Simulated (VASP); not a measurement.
# SnO (P4/nmm) in VASP: further runs, part 2 of 2

VASP 6.6.1.

## 3. Single point, PBEsol (strain +0.030 along x and y, -0.015 along z)

INCAR reads:

```
SYSTEM = SnO
  PREC = Accurate
  ENCUT = 520
  EDIFF = 1E-6
  ISMEAR = 0
  SIGMA = 0.15
  LREAL = .FALSE.
  LASPH = .TRUE.
  NELM = 60
  ALGO = Normal
  ISIF = 2
  LWAVE = .FALSE.
  LCHARG = .FALSE.
  GGA = PS
  NBANDS = 28
```

KPOINTS reads:

```
regular mesh
0
G
  12 12 10
  0 0 0
```

POSCAR reads:

```
SnO
1.0
    3.9195382016      0.0000000000      0.0000000000
    0.0000000000      3.9195382016      0.0000000000
    0.0000000000      0.0000000000      4.6818874038
Sn O
2 2
Direct
    0.0000000000      0.5000000000      0.2423986461
    0.5000000000      0.0000000000      0.7576013539
    0.0000000000      0.0000000000      0.0000000000
    0.5000000000      0.5000000000      0.0000000000
```

Potentials or basis: VASP PAW PBE potentials, release 64 (Sn_d, O).

Launch:

```bash
$ cat potpaw_PBE.64/Sn_d/POTCAR potpaw_PBE.64/O/POTCAR > POTCAR
$ mpirun -np 1 vasp_std > vasp.out
```

OUTCAR:

```text
SYSTEM = SnO
   PREC = Accurate
   ENCUT = 520
   EDIFF = 1E-6
   ISMEAR = 0
   LREAL = .FALSE.
   LASPH = .TRUE.
   NELM = 60
   ISIF = 2
   GGA = PS

 ion  position               nearest neighbor table
   1  0.000  0.500  0.242-   3 2.26   4 2.26   3 2.26   4 2.26   2 3.58   2 3.58   2 3.58   2 3.58
                             2 3.67   2 3.67   2 3.67   2 3.67
   2  0.500  0.000  0.758-   3 2.26   4 2.26   4 2.26   3 2.26   1 3.58   1 3.58   1 3.58   1 3.58
                             1 3.67   1 3.67   1 3.67   1 3.67
   3  0.000  0.000  0.000-   1 2.26   2 2.26   1 2.26   2 2.26
   4  0.500  0.500  0.000-   1 2.26   2 2.26   2 2.26   1 2.26

  LATTYP: Found a simple tetragonal cell.
 ALAT       =     3.9195382016
 C/A-ratio  =     1.1944997505

  Lattice vectors:

 A1 = (   3.9195382016,   0.0000000000,   0.0000000000)
 A2 = (   0.0000000000,   3.9195382016,   0.0000000000)
 A3 = (   0.0000000000,   0.0000000000,   4.6818874038)

Analysis of symmetry for initial positions (statically):
=====================================================================
 Subroutine PRICEL returns:
 Original cell was already a primitive cell.

 Routine SETGRP: Setting up the symmetry group for a
 simple tetragonal supercell.

 Subroutine GETGRP returns: Found 16 space group operations
 (whereof  8 operations were pure point group operations)
 out of a pool of 16 trial point group operations.

The static configuration has the point symmetry D_2d.
 The point group associated with its full space group is D_4h.

Analysis of symmetry for dynamics (positions and initial velocities):
=====================================================================
 Subroutine PRICEL returns:
 Original cell was already a primitive cell.

 Routine SETGRP: Setting up the symmetry group for a
 simple tetragonal supercell.

 Subroutine GETGRP returns: Found 16 space group operations
 (whereof  8 operations were pure point group operations)
 out of a pool of 16 trial point group operations.

The dynamic configuration has the point symmetry D_2d.
 The point group associated with its full space group is D_4h.
[... 119 lines left out ...]
   EFERMI_NEDOS =   21; number of points for ismear=-14 and -15
   IALGO  =     38    algorithm
   IMIX   =      4    mixing-type and parameters
     AMIX     =   0.40;   BMIX     =  1.00
     AMIX_MAG =   1.60;   BMIX_MAG =  1.00
  volume/ion in A,a.u.               =      17.98       121.35
  Fermi-wavevector in a.u.,A,eV,Ry     =   1.346267  2.544076 24.659677  1.812435
  Thomas-Fermi vector in A             =   2.474113
   LORBIT       =      0    0 simple, 1 ext, 2 COOP (PROOUT), +10 PAW based schemes
   GGA     = PS    functional components
   LHFCALC =     F    Hartree Fock is set to
   AEXX    =    0.0000 exact exchange contribution
   IVDW    =     0    specifies the selected vdW correction
   LEPSILON=     F    determine dielectric tensor
   LRPA    =     F    only Hartree local field effects (RPA)
 non-spin polarized calculation
 Gauss-broadening in eV      SIGMA  =   0.15
  energy-cutoff  :      520.00
  volume of cell :       71.93
 maximum number of plane-waves:      1969
 NGX is ok and might be reduce to    30
   NGX = 15   NGY = 15   NGZ = 17

 number of electron      40.0000001 magnetization

 Free energy of the ion-electron system (eV)
  ---------------------------------------------------
  ext. energy  EPLUGINS =         0.00000000
  ---------------------------------------------------
  free energy    TOTEN  =       -24.15012729 eV

  energy without entropy =      -24.14976156  energy(sigma->0) =      -24.14994443

 E-fermi :   6.5611     XC(G=0): -10.3811

 val. band max:        6.3520699969   @ k =   0.0833   0.0833   0.0000
 cond. band min:       6.6228831686   @ k =   0.5000   0.5000   0.0000
 fundamental gap:      0.2708131717
 Fermi energy:         6.5610938044

 k-point     1 :       0.0000    0.0000    0.0000
  band No.  band energies     occupation
      1     -15.1425      2.00000
      2     -14.7923      2.00000
      3     -14.7923      2.00000
      4     -14.7640      2.00000
      5     -14.7515      2.00000
      6     -14.7504      2.00000
[... 733 lines left out ...]
     27      13.9490      0.00000
     28      14.4809      0.00000

 [... further k-points ...]
[... 5 lines left out ...]
  --------------------------------------------------------------------------------------
  -------------------------------------------------------------------------------------
  Total       -2.5047568     -2.5047568     -0.7317649      0.0000000      0.0000000      0.0000000
  in kB      -55.7937282    -55.7937282    -16.3001415      0.0000000      0.0000000      0.0000000
  external PRESSURE =     -42.6291993 kB  Pullay stress =       0.0000000 kB

 VOLUME and BASIS-vectors are now :
 -----------------------------------------------------------------------------
  energy-cutoff  :      520.00
  volume of cell :       71.93
      direct lattice vectors                 reciprocal lattice vectors
     3.919538202  0.000000000  0.000000000     0.255132097  0.000000000  0.000000000
     0.000000000  3.919538202  0.000000000     0.000000000  0.255132097  0.000000000
     0.000000000  0.000000000  4.681887404     0.000000000  0.000000000  0.213589075

 POSITION                                       TOTAL-FORCE (eV/Angst)
 -----------------------------------------------------------------------------------
      0.00000      1.95977      1.13488         0.000000      0.000000     -0.290943
      1.95977      0.00000      3.54700         0.000000      0.000000      0.290943
      0.00000      0.00000      0.00000         0.000000     -0.000000      0.000000
      1.95977      1.95977      0.00000         0.000000      0.000000      0.000000
 -----------------------------------------------------------------------------------
    total drift:                                0.000000      0.000000     -0.000000

  FREE ENERGIE OF THE ION-ELECTRON SYSTEM (eV)
  ---------------------------------------------------
  free  energy   TOTEN  =       -24.1501272943 eV

  energy  without entropy=      -24.1497615604  energy(sigma->0) =      -24.14994443
```

OSZICAR:

```text
N       E                     dE             d eps       ncg     rms          rms(c)
DAV:   1     0.412920220931E+03    0.41292E+03   -0.19855E+04  9724   0.216E+03
DAV:   2     0.354548500798E+02   -0.37747E+03   -0.36215E+03  9852   0.538E+02
DAV:   3    -0.243874649345E+02   -0.59842E+02   -0.58610E+02 10736   0.179E+02
DAV:   4    -0.273517580836E+02   -0.29643E+01   -0.29492E+01 10876   0.422E+01
DAV:   5    -0.274216442015E+02   -0.69886E-01   -0.69878E-01 10212   0.704E+00    0.107E+01
DAV:   6    -0.242650069919E+02    0.31566E+01   -0.15458E+01 15224   0.442E+01    0.504E+00
DAV:   7    -0.241873829214E+02    0.77624E-01   -0.19747E+00 10928   0.827E+00    0.241E+00
DAV:   8    -0.241601685722E+02    0.27214E-01   -0.31570E-01 10360   0.348E+00    0.754E-01
DAV:   9    -0.241494779927E+02    0.10691E-01   -0.44887E-02 15580   0.204E+00    0.233E-01
DAV:  10    -0.241505236443E+02   -0.10457E-02   -0.70639E-03 13612   0.792E-01    0.144E-01
DAV:  11    -0.241501177706E+02    0.40587E-03   -0.23269E-03 14560   0.423E-01    0.281E-02
DAV:  12    -0.241501280048E+02   -0.10234E-04   -0.23757E-04 10336   0.108E-01    0.229E-02
DAV:  13    -0.241501272840E+02    0.72076E-06   -0.21066E-05 10404   0.295E-02    0.252E-03
DAV:  14    -0.241501272943E+02   -0.10238E-07   -0.98280E-07  6044   0.104E-02
   1 F= -.24150127E+02 E0= -.24149944E+02  d E =-.365734E-03
```

Wall time 1.8 min (1 thread of Intel Xeon 6975P-C (Granite Rapids), shared host); peak memory 0.37 GiB.

Results:

```yaml
Free_energy: -24.1501 eV
Pressure: -4.3 GPa
Largest_force: 0.291 eV/Å
Band_gap_on_the_k_mesh: 0.27 eV (least direct gap 1.78 eV)
```

Forces in eV/Å, atoms in the order of the input:
```
Sn   0.000  0.000 -0.291
Sn   0.000  0.000  0.291
O    0.000  0.000  0.000
O    0.000  0.000  0.000
```

Stress tensor (GPa, compression positive):
```
-5.58  0.00  0.00
 0.00 -5.58  0.00
 0.00  0.00 -1.63
```

Levels at points of the mesh, in eV from the valence-band top:
```csv
k point,band 17,band 18,band 19,band 20,band 21,band 22,band 23,band 24
"(0.00, 0.00, 0.00)",-2.95,-2.82,-2.82,-0.05,2.12,4.66,4.66,4.86
"(0.50, 0.00, 0.00)",-4.35,-4.35,-2.24,-2.24,3.45,3.45,5.83,5.83
"(0.50, 0.50, 0.00)",-2.16,-2.16,-1.51,-1.51,0.27,0.27,4.84,4.84
"(0.00, 0.00, 0.50)",-2.88,-2.83,-2.83,-1.50,1.52,2.94,2.94,3.42
"(0.50, 0.00, 0.50)",-4.34,-4.34,-1.30,-1.30,2.88,2.88,5.28,5.28
"(0.50, 0.50, 0.50)",-2.48,-2.48,-2.17,-2.17,2.70,2.70,4.41,4.41
```

Caveat: the cell differs from its parent crystal (strain +0.030 along x and y, -0.015 along z); the cell stands under tension; the PAW data sets were made with another functional, which shifts forces and pressure a little; spin-orbit coupling is left out, which moves the levels of the heavy elements. A k mesh can miss the band edges.

## 4. Single point, PBEsol (strain +0.030 along x and y, +0.000 along z)

INCAR reads:

```
PREC     = Accurate       # precision mode
ENCUT    = 520            # plane-wave cutoff, eV
EDIFF    = 1E-6           # SCF threshold, eV
ISMEAR   = 0              # smearing method
SIGMA    = 0.15           # smearing width, eV
LREAL    = F              # projectors in reciprocal space
LASPH    = T              # aspherical terms in the spheres
NELM     = 80             # most SCF steps
ALGO     = Normal         # electronic algorithm
ISIF     = 2              # what is computed and relaxed
LWAVE    = F              # write WAVECAR
LCHARG   = T              # write CHGCAR
GGA      = PS             # functional
LELF     = T              # ELF
LVHAR    = T            
NBANDS   = 28             # bands
```

KPOINTS reads:

```
Automatic mesh
0
Gamma
  12 12 10
```

POSCAR, as its differences from that of step 3:

```diff
@@ -4,3 +4,3 @@
     0.0000000000      3.9195382016      0.0000000000
-    0.0000000000      0.0000000000      4.6818874038
+    0.0000000000      0.0000000000      4.7531851815
 Sn O
```

Launch:

```bash
$ cat potpaw_PBE.64/Sn_d/POTCAR potpaw_PBE.64/O/POTCAR > POTCAR
$ mpirun -np 1 vasp_std > vasp.out
```

Wall time 1.9 min (1 thread of Intel Xeon 6975P-C (Granite Rapids), shared host); peak memory 0.37 GiB.

It converged, with:

| Property | Result |
| --- | --- |
| Free energy | -24.1350 eV |
| Pressure | -5.2 GPa |
| Largest force | 0.525 eV/Å |
| Band gap on the k mesh | 0.25 eV (least direct gap 1.83 eV) |

Forces in eV/Å, atoms in the order of the input:
```
Sn   0.000  0.000 -0.525
Sn   0.000  0.000  0.525
O    0.000  0.000  0.000
O    0.000  0.000  0.000
```

Stress tensor (GPa, compression positive):
```
-6.29  0.00  0.00
 0.00 -6.29  0.00
 0.00  0.00 -3.11
```

Levels at points of the mesh, in eV from the valence-band top:
| k point | band 17 | band 18 | band 19 | band 20 | band 21 | band 22 | band 23 | band 24 |
| --- | --- | --- | --- | --- | --- | --- | --- | --- |
| (0.00, 0.00, 0.00) | -2.92 | -2.74 | -2.74 | -0.04 | 2.07 | 4.61 | 4.61 | 4.74 |
| (0.50, 0.00, 0.00) | -4.31 | -4.31 | -2.28 | -2.28 | 3.34 | 3.34 | 5.77 | 5.77 |
| (0.50, 0.50, 0.00) | -2.10 | -2.10 | -1.58 | -1.58 | 0.25 | 0.25 | 4.72 | 4.72 |
| (0.00, 0.00, 0.50) | -3.00 | -2.76 | -2.76 | -1.59 | 1.58 | 2.93 | 2.93 | 3.46 |
| (0.50, 0.00, 0.50) | -4.26 | -4.26 | -1.34 | -1.34 | 2.79 | 2.79 | 5.25 | 5.25 |
| (0.50, 0.50, 0.50) | -2.49 | -2.49 | -2.10 | -2.10 | 2.62 | 2.62 | 4.27 | 4.27 |

Caveat: the cell differs from its parent crystal (strain +0.030 along x and y, +0.000 along z); the cell stands under tension; the PAW data sets were made with another functional, which shifts forces and pressure a little; spin-orbit coupling is left out, which moves the levels of the heavy elements. A k mesh can miss the band edges.

## 5. Summary

| cell | gap on the mesh (eV) | pressure (GPa) | largest force (eV/Å) |
| --- | --- | --- | --- |
| a = 3.920, b = 3.920, c = 4.611 Å, 4 atoms | 0.30 | -3.2 | 0.06 |
| a = 3.920, b = 3.920, c = 4.682 Å, 4 atoms | 0.27 | -4.3 | 0.29 |
| a = 3.920, b = 3.920, c = 4.753 Å, 4 atoms | 0.25 | -5.2 | 0.52 |

Alike in all rows: task single point; level PBEsol; potentials or basis VASP PAW PBE potentials, release 64 (Sn_d, O); no spin polarisation; k mesh 12 × 12 × 10; cutoff (eV) 520; smearing gaussian 0.15 eV.

Caveats: the cell stands under tension; the PAW data sets were made with another functional, which shifts forces and pressure a little; spin-orbit coupling is left out, which moves the levels of the heavy elements.

Total energies depend on the potentials used, so only differences within one code and one set of settings carry meaning.
